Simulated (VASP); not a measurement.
# InSb3 (R-3m) in VASP: notebook

InSb3 is run at these levels: PBE; tasks: single point.

Everything below comes from runs of VASP 6.6.1. Logs are shortened: lines on timing, memory, paths and dates and some standing lists are left out, and cuts for length are marked.

## Step 1: The cell of the first run

It takes space group R-3m (No. 166, trigonal). Conventional cell: a = 6.887 Å, b = 6.887 Å, c = 8.144 Å, α = 90.00°, β = 90.00°, γ = 120.00°. In (site symmetry -3m) has 12 Sb at 3.36 to 3.44 Å within 4.4 Å. Sb (site symmetry 2/m) has 8 Sb at 3.36 to 3.44 Å and 4 In at 3.36 to 3.44 Å within 4.4 Å.

## Step 2: Single point, PBE

INCAR

```
SYSTEM = InSb3
ALGO = Normal
EDIFF = 1E-7
ENCUT = 520
GGA = PE
ISIF = 2
ISMEAR = 0
LASPH = .TRUE.
LCHARG = .TRUE.
LELF = .TRUE.
LREAL = .FALSE.
LVHAR = .TRUE.
LWAVE = .FALSE.
NBANDS = 22
NELM = 80
PREC = Accurate
SIGMA = 0.15
```

KPOINTS

```
k-points
0
G
  8 8 8
  0 0 0
```

POSCAR

```
InSb3
1.0
    4.8138627010     -0.0560815005     -0.0560815005
   -0.0560815005      4.8138627010     -0.0560815005
   -0.0560815005     -0.0560815005      4.8138627010
In Sb
1 3
Direct
    0.0000000000      0.0000000000      0.0000000000
    0.5000000000      0.0000000000      0.5000000000
    0.0000000000      0.5000000000      0.5000000000
    0.5000000000      0.5000000000      0.0000000000
```

Potentials or basis: VASP PAW PBE potentials, release 64 (In_d, Sb).

The run is started by

```bash
> cat potpaw_PBE.64/In_d/POTCAR potpaw_PBE.64/Sb/POTCAR > POTCAR
> mpirun -np 1 vasp_std > vasp.out
```

OUTCAR:

```text
SYSTEM = InSb3
   EDIFF = 1E-7
   ENCUT = 520
   GGA = PE
   ISIF = 2
   ISMEAR = 0
   LASPH = .TRUE.
   LREAL = .FALSE.
   NELM = 80
   PREC = Accurate

 ion  position               nearest neighbor table
   1  0.000  0.000  0.000-   4 3.36   4 3.36   2 3.36   3 3.36   2 3.36   3 3.36   4 3.44   2 3.44
                             2 3.44   4 3.44   3 3.44   3 3.44
   2  0.500  0.000  0.500-   3 3.36   3 3.36   4 3.36   4 3.36   1 3.36   1 3.36   4 3.44   1 3.44
                             1 3.44   3 3.44   4 3.44   3 3.44
   3  0.000  0.500  0.500-   2 3.36   2 3.36   4 3.36   1 3.36   4 3.36   1 3.36   2 3.44   1 3.44
                             2 3.44   4 3.44   4 3.44   1 3.44
   4  0.500  0.500  0.000-   1 3.36   1 3.36   3 3.36   2 3.36   3 3.36   2 3.36   2 3.44   2 3.44
                             1 3.44   3 3.44   3 3.44   1 3.44

  LATTYP: Found a trigonal (rhomboedric) cell.
 ALAT       =     4.8145160062
 COS(alpha) =    -0.0231579914

  Lattice vectors:

 A1 = (   4.8138627010,  -0.0560815005,  -0.0560815005)
 A2 = (  -0.0560815005,   4.8138627010,  -0.0560815005)
 A3 = (  -0.0560815005,  -0.0560815005,   4.8138627010)

Analysis of symmetry for initial positions (statically):
=====================================================================
 Subroutine PRICEL returns:
 Original cell was already a primitive cell.

 Routine SETGRP: Setting up the symmetry group for a
 trigonal (rhombohedral) supercell.

 Subroutine GETGRP returns: Found 12 space group operations
 (whereof 12 operations were pure point group operations)
 out of a pool of 12 trial point group operations.

The static configuration has the point symmetry D_3d.

Analysis of symmetry for dynamics (positions and initial velocities):
=====================================================================
 Subroutine PRICEL returns:
 Original cell was already a primitive cell.

 Routine SETGRP: Setting up the symmetry group for a
 trigonal (rhombohedral) supercell.

 Subroutine GETGRP returns: Found 12 space group operations
 (whereof 12 operations were pure point group operations)
 out of a pool of 12 trial point group operations.

The dynamic configuration has the point symmetry D_3d.

 Subroutine INISYM returns: Found 12 space group operations
 (whereof 12 operations are pure point group operations),
 and found     1 'primitive' translations

----------------------------------------------------------------------------------------

                                     Primitive cell

  volume of cell :     111.5072

  direct lattice vectors                    reciprocal lattice vectors
     4.813862701 -0.056081500 -0.056081500     0.207790455  0.002449293  0.002449293
    -0.056081500  4.813862701 -0.056081500     0.002449293  0.207790455  0.002449293
    -0.056081500 -0.056081500  4.813862701     0.002449293  0.002449293  0.207790455

  length of vectors
     4.814516006  4.814516006  4.814516006     0.207819323  0.207819323  0.207819323

  position of ions in fractional coordinates (direct lattice)
     0.000000000  0.000000000  0.000000000
     0.500000000  1.000000000  0.500000000
     1.000000000  0.500000000  0.500000000
     0.500000000  0.500000000  1.000000000

  ion indices of the primitive-cell ions
   primitive index   ion index
                 1           1
                 2           2
                 3           3
                 4           4

----------------------------------------------------------------------------------------

 KPOINTS: k-points

Automatic generation of k-mesh.
 Grid dimensions read from file:
 generate k-points for:    8    8    8

 Generating k-lattice:

  Cartesian coordinates                     Fractional coordinates (reciprocal lattice)
     0.025973807  0.000306162  0.000306162     0.125000000 -0.000000000 -0.000000000
     0.000306162  0.025973807  0.000306162    -0.000000000  0.125000000 -0.000000000
     0.000306162  0.000306162  0.025973807    -0.000000000 -0.000000000  0.125000000

  Length of vectors
     0.025977415  0.025977415  0.025977415

  Shift w.r.t. Gamma in fractional coordinates (k-lattice)
     0.000000000  0.000000000  0.000000000

 Subroutine IBZKPT returns following result:
 ===========================================

 Found     65 irreducible k-points:

 Following reciprocal coordinates:
            Coordinates               Weight
  0.000000  0.000000  0.000000      1.000000
  0.125000 -0.000000 -0.000000      6.000000
  0.250000 -0.000000 -0.000000      6.000000
  0.375000  0.000000  0.000000      6.000000
  0.500000 -0.000000 -0.000000      3.000000
  0.125000  0.125000  0.000000      6.000000
[... 16 lines left out ...]
  0.250000  0.125000  0.125000      6.000000
  0.375000  0.125000  0.125000      6.000000
 [... further k-points ...]
   k-points           NKPTS =     65   k-points in BZ     NKDIM =     65   number of bands    NBANDS=     22
   number of dos      NEDOS =    301   number of ions     NIONS =      4
   total plane-waves  NPLWV =  46656
   dimension x,y,z NGX =    36 NGY =   36 NGZ =   36
   dimension x,y,z NGXF=    72 NGYF=   72 NGZF=   72
   ions per type =               1   3
   NGX,Y,Z   is equivalent  to a cutoff of  12.43, 12.43, 12.43 a.u.
   NGXF,Y,Z  is equivalent  to a cutoff of  24.86, 24.86, 24.86 a.u.
 SYSTEM =  InSb3
   PREC   = accura    normal or accurate (medium, high low for compatibility)
   ISTART =      0    job   : 0-new  1-cont  2-samecut
   ICHARG =      2    charge: 1-file 2-atom 10-const
   ISPIN  =      1    spin polarized calculation?
   LNONCOLLINEAR =      F non collinear calculations
   LSORBIT =      F    spin-orbit coupling
   LASPH  =      T    aspherical Exc in radial PAW
   ENCUT  =  520.0 eV  38.22 Ry    6.18 a.u.   8.95  8.95  8.95*2*pi/ulx,y,z
   NELM   =     80;   NELMIN=  2; NELMDL= -5     # of ELM steps
   EDIFF  = 0.1E-06   stopping-criterion for ELM
   LREAL  =      F    real-space projection
   EDIFFG = 0.1E-05   stopping-criterion for IOM
   NSW    =      0    number of steps for IOM
   IBRION =     -1    ionic relax: 0-MD 1-quasi-New 2-CG
   NFREE  =      0    steps in history (QN), initial steepest desc. (CG)
   ISIF   =      2    stress and relaxation
   ISYM   =      2    0-nonsym 1-usesym 2-fastsym
   POTIM  = 0.5000    time-step for ionic-motion
   TEBEG  =    0.0;   TEEND  =   0.0 temperature during run
   PSTRESS=    0.0 pullay stress
   NELECT =      28.0000    total number of electrons
   NUPDOWN=      -1.0000    fix difference up-down
   EMIN   =  10.00;   EMAX   =-10.00  energy-range for DOS
   EFERMI =   0.00;   METHOD = LEGACY
   ISMEAR =     0;   SIGMA  =   0.15  broadening in eV -4-tet -1-fermi 0-gaus
   EFERMI_NEDOS =   21; number of points for ismear=-14 and -15
   IALGO  =     38    algorithm
   IMIX   =      4    mixing-type and parameters
     AMIX     =   0.40;   BMIX     =  1.00
     AMIX_MAG =   1.60;   BMIX_MAG =  1.00
  volume/ion in A,a.u.               =      27.88       188.12
  Fermi-wavevector in a.u.,A,eV,Ry     =   1.032825  1.951755 14.513696  1.066727
  Thomas-Fermi vector in A             =   2.167041
   LORBIT       =      0    0 simple, 1 ext, 2 COOP (PROOUT), +10 PAW based schemes
   GGA     = PE    functional components
   LHFCALC =     F    Hartree Fock is set to
   AEXX    =    0.0000 exact exchange contribution
   IVDW    =     0    specifies the selected vdW correction
   LEPSILON=     F    determine dielectric tensor
   LRPA    =     F    only Hartree local field effects (RPA)
 non-spin polarized calculation
 Gauss-broadening in eV      SIGMA  =   0.15
  energy-cutoff  :      520.00
  volume of cell :      111.51
 maximum number of plane-waves:      3036
   NGX = 17   NGY = 17   NGZ = 17

 number of electron      28.0000011 magnetization

 Free energy of the ion-electron system (eV)
  ---------------------------------------------------
  ext. energy  EPLUGINS =         0.00000000
  ---------------------------------------------------
  free energy    TOTEN  =       -14.24622540 eV

  energy without entropy =      -14.22591541  energy(sigma->0) =      -14.23607041

 E-fermi :   7.7461     XC(G=0): -10.0419

 val. band max:        7.7451711325   @ k =  -0.3750   0.5000   0.1250
 cond. band min:       7.7753162556   @ k =   0.5000   0.3750   0.0000
 fundamental gap:      0.0301451232
 Fermi energy:         7.7460574929

 k-point     1 :       0.0000    0.0000    0.0000
  band No.  band energies     occupation
      1      -6.7471      2.00000
      2      -6.7471      2.00000
      3      -6.7319      2.00000
      4      -6.7319      2.00000
      5      -6.7292      2.00000
      6      -4.3578      2.00000
[... 14 lines left out ...]
     21      12.5418      0.00000
     22      13.0434      0.00000

 k-point     2 :       0.1250   -0.0000   -0.0000
  band No.  band energies     occupation
      1      -6.7464      2.00000
      2      -6.7450      2.00000
      3      -6.7335      2.00000
      4      -6.7325      2.00000
      5      -6.7300      2.00000
      6      -4.2633      2.00000
[... 14 lines left out ...]
     21      13.0763      0.00000
     22      13.1895      0.00000

 k-point     3 :       0.2500   -0.0000   -0.0000
  band No.  band energies     occupation
      1      -6.7447      2.00000
      2      -6.7404      2.00000
      3      -6.7371      2.00000
      4      -6.7350      2.00000
      5      -6.7304      2.00000
      6      -3.9843      2.00000
[... 14 lines left out ...]
     21      13.0424      0.00000
     22      13.3694      0.00000
[... 476 lines left out ...]
 k-point    23 :       0.2500    0.1250    0.1250
  band No.  band energies     occupation
      1      -6.7411      2.00000
      2      -6.7391      2.00000
      3      -6.7389      2.00000
      4      -6.7361      2.00000
      5      -6.7336      2.00000
      6      -3.7699      2.00000
[... 14 lines left out ...]
     21      13.0031      0.00000
     22      13.3785      0.00000

 k-point    24 :       0.3750    0.1250    0.1250
  band No.  band energies     occupation
      1      -6.7445      2.00000
      2      -6.7433      2.00000
      3      -6.7381      2.00000
      4      -6.7342      2.00000
      5      -6.7303      2.00000
      6      -3.3258      2.00000
[... 14 lines left out ...]
     21      12.4117      0.00000
     22      13.7773      0.00000

 [... further k-points ...]

------------------------ aborting loop because EDIFF is reached ----------------------------------------

  FORCE on cell =-STRESS in cart. coord.  units (eV):
  Direction    XX          YY          ZZ          XY          YZ          ZX
  --------------------------------------------------------------------------------------
  -------------------------------------------------------------------------------------
  Total       -0.0081873     -0.0081873     -0.0081873      0.2994713      0.2994713      0.2994713
  in kB       -0.1176384     -0.1176384     -0.1176384      4.3029172      4.3029172      4.3029172
  external PRESSURE =      -0.1176384 kB  Pullay stress =       0.0000000 kB

 VOLUME and BASIS-vectors are now :
 -----------------------------------------------------------------------------
  energy-cutoff  :      520.00
  volume of cell :      111.51
      direct lattice vectors                 reciprocal lattice vectors
     4.813862701 -0.056081500 -0.056081500     0.207790455  0.002449293  0.002449293
    -0.056081500  4.813862701 -0.056081500     0.002449293  0.207790455  0.002449293
    -0.056081500 -0.056081500  4.813862701     0.002449293  0.002449293  0.207790455

 POSITION                                       TOTAL-FORCE (eV/Angst)
 -----------------------------------------------------------------------------------
      0.00000      0.00000      0.00000        -0.000000     -0.000000     -0.000000
      2.37889     -0.05608      2.37889         0.000000     -0.000000      0.000000
     -0.05608      2.37889      2.37889         0.000000      0.000000     -0.000000
      2.37889      2.37889     -0.05608         0.000000      0.000000     -0.000000
 -----------------------------------------------------------------------------------
    total drift:                               -0.000000     -0.000000     -0.000000

  FREE ENERGIE OF THE ION-ELECTRON SYSTEM (eV)
  ---------------------------------------------------
  free  energy   TOTEN  =       -14.2462254026 eV

  energy  without entropy=      -14.2259154118  energy(sigma->0) =      -14.23607041
```

Run time: 87 s. Hardware: 1 thread of Intel Xeon Platinum 8375C at 2.90GHz (Ice Lake), shared host; peak memory 0.3 GiB.

What came out:

```
Free energy            : -14.2462 eV
Pressure               : 0.0 GPa
Band gap on the k mesh : zero (band 14 reaches 11.07 eV, above the bottom of band 15 at 6.71 eV)
```

Stress tensor (GPa, compression positive):
```
-0.01  0.43  0.43
 0.43 -0.01  0.43
 0.43  0.43 -0.01
```

Levels at points of the mesh, in eV from the Fermi level:
```tsv
k point	band 10	band 11	band 12	band 13	band 14	band 15	band 16	band 17	band 18	band 19
(0.00, 0.00, 0.00)	-4.26	-4.17	-3.54	0.21	0.56	0.56	1.70	1.70	2.03	4.65
(0.50, 0.00, 0.00)	-2.96	-2.71	-2.12	-1.96	-1.06	-0.80	1.94	2.00	2.44	2.44
(0.50, 0.50, 0.00)	-2.44	-1.66	-1.58	-1.26	-1.14	-1.03	-0.35	1.12	3.18	3.59
(0.50, 0.50, 0.50)	-4.94	-4.94	-4.84	-4.72	3.32	3.32	3.61	3.75	3.75	6.29
```

Caveat: spin-orbit coupling is left out, which moves the levels of the heavy elements.

## Step 3: Single point, PBE

INCAR

```
SYSTEM = InSb3
  ALGO = Normal
  EDIFF = 1E-7
  ENCUT = 520
  GGA = PE
  ISIF = 2
  ISMEAR = 0
  LASPH = .TRUE.
  LCHARG = .FALSE.
  LREAL = .FALSE.
  LWAVE = .FALSE.
  NBANDS = 22
  NELM = 60
  PREC = Accurate
  SIGMA = 0.15
```

KPOINTS is that of step 2.

POSCAR

```
InSb3
1.0
    4.8138627010      0.0560815005      0.0560815005
    0.0560815005      4.8138627010      0.0560815005
    0.0560815005      0.0560815005      4.8138627010
In Sb
1 3
Direct
    0.0000000000      0.0000000000      0.0000000000
    0.5000000000      0.0000000000      0.5000000000
    0.0000000000      0.5000000000      0.5000000000
    0.5000000000      0.5000000000      0.0000000000
```

Potentials or basis: VASP PAW PBE potentials, release 64 (In_d, Sb).

The run is started by

```bash
> cat potpaw_PBE.64/In_d/POTCAR potpaw_PBE.64/Sb/POTCAR > POTCAR
> mpirun -np 1 vasp_std > vasp.out
```

Run time: 82 s. Hardware: 1 thread of Intel Xeon Platinum 8375C at 2.90GHz (Ice Lake), shared host; peak memory 0.29 GiB.

It converged, with:

| Quantity | Value |
| --- | --- |
| Free energy | -14.2464 eV |
| Pressure | 0.0 GPa |
| Band gap on the k mesh | zero (band 14 reaches 11.08 eV, above the bottom of band 15 at 6.76 eV) |

Stress tensor (GPa, compression positive):
```
 0.00 -0.45 -0.45
-0.45  0.00 -0.45
-0.45 -0.45  0.00
```

Levels at points of the mesh, in eV from the Fermi level:
```tsv
k point	band 11	band 12	band 13	band 14	band 15	band 16	band 17	band 18
(0.00, 0.00, 0.00)	-4.20	-3.54	0.32	0.32	0.74	1.53	1.93	1.93
(0.50, 0.00, 0.00)	-2.74	-2.11	-1.97	-1.06	-0.80	1.89	2.05	2.44
(0.50, 0.50, 0.00)	-1.64	-1.60	-1.25	-1.17	-0.99	-0.37	1.12	3.19
(0.50, 0.50, 0.50)	-4.88	-4.88	-4.72	3.34	3.34	3.57	3.75	3.75
```

Caveat: spin-orbit coupling is left out, which moves the levels of the heavy elements.

## Step 4: Single point, PBE

This run uses another cell than the first one, of 28.72 Å³/atom, 1.030 times its volume.

INCAR

```
SYSTEM = InSb3
PREC = Accurate
ENCUT = 520
EDIFF = 1E-6
ISMEAR = 0
SIGMA = 0.15
LREAL = .False.
LASPH = .True.
NELM = 100
ALGO = Normal
ISIF = 2
LWAVE = .False.
LCHARG = .False.
GGA = PE
NBANDS = 22
```

KPOINTS

```
regular mesh
0
Gamma
  8 8 8
  0 0 0
```

POSCAR

```
InSb3
1.0
    4.8620013280      0.0560815005      0.0560815005
    0.0560815005      4.8620013280      0.0560815005
    0.0560815005      0.0560815005      4.8620013280
In Sb
1 3
Direct
    0.0000000000      0.0000000000      0.0000000000
    0.5000000000      0.0000000000      0.5000000000
    0.0000000000      0.5000000000      0.5000000000
    0.5000000000      0.5000000000      0.0000000000
```

The run is started by

```bash
> cat potpaw_PBE.64/In_d/POTCAR potpaw_PBE.64/Sb/POTCAR > POTCAR
> mpirun -np 1 vasp_std > vasp.out
```

Run time: 81 s. Hardware: 1 thread of Intel Xeon Platinum 8375C at 2.90GHz (Ice Lake), shared host; peak memory 0.3 GiB.

It converged, with:

```
Free energy            : -14.2315 eV
Pressure               : -1.4 GPa
Band gap on the k mesh : zero (band 14 reaches 10.59 eV, above the bottom of band 15 at 6.43 eV)
```

Stress tensor (GPa, compression positive):
```
-1.43 -0.39 -0.39
-0.39 -1.43 -0.39
-0.39 -0.39 -1.43
```

Levels at points of the mesh, in eV from the Fermi level:
```
           k point  band 11  band 12  band 13  band 14  band 15  band 16  band 17  band 18
(0.00, 0.00, 0.00)    -4.05    -3.53     0.32     0.32     0.73     1.51     1.89     1.89
(0.50, 0.00, 0.00)    -2.64    -2.02    -1.88    -1.00    -0.74     1.81     1.94     2.35
(0.50, 0.50, 0.00)    -1.60    -1.58    -1.20    -1.13    -0.95    -0.40     1.17     3.07
(0.50, 0.50, 0.50)    -4.70    -4.70    -4.65     3.21     3.21     3.43     3.61     3.61
```

Caveat: spin-orbit coupling is left out, which moves the levels of the heavy elements.

## Step 5: Overview

```csv
cell,gap on the mesh (eV),pressure (GPa)
"a = 4.815 Å, angles 91.3°, 4 atoms",none,0.0
"a = 4.815 Å, angles 88.7°, 4 atoms",none,0.0
"a = 4.863 Å, angles 88.7°, 4 atoms",none,-1.4
```

Alike in all rows: task single point; level PBE; potentials or basis VASP PAW PBE potentials, release 64 (In_d, Sb); no spin polarisation; k mesh 8 × 8 × 8; cutoff (eV) 520; smearing gaussian 0.15 eV.

Caveats: spin-orbit coupling is left out, which moves the levels of the heavy elements.

Total energies depend on the potentials used, so only differences within one code and one set of settings carry meaning.
